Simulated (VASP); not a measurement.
# CaSe: single point with PBE

The system is CaSe.

```
Ca Se
1.0
     0.00000    2.95600    2.95600
     2.95600    0.00000    2.95600
     2.95600    2.95600    0.00000
Ca Se
1 1
Direct
  0.00000 0.00000 0.00000
  0.50000 0.50000 0.50000
```

```yaml
Program: VASP 6.6.1
Task: single point
Functional: PBE
Potentials_or_basis: VASP PAW PBE potentials, release 64 (Ca_sv, Se)
Cutoff: 520 eV
k_mesh: 7 × 7 × 7
Occupations: fermi-dirac, width 0.01 eV
Spin: non-collinear spin, zero start, spin-orbit coupling
Starting_moments: "[[0.0, 0.0, 0.0], [0.0, 0.0, 0.0]] μB"
```

```json
{"Pressure": "1.4 GPa", "Net moment": "0.00 μB per cell", "Valence electrons inside the program's atomic spheres": "Ca 8.13; Se 3.93"}
```

Moments on the atoms (μB; x, y, z):
```
Ca  0.00 0.00 0.00
Se  0.00 0.00 0.00
```

Run time: 65 s on 1 thread of Intel(R) Xeon(R) Platinum 8259CL CPU @ 2.50GHz (Skylake/Cascade Lake) (shared host), peak memory 0.32 GiB.
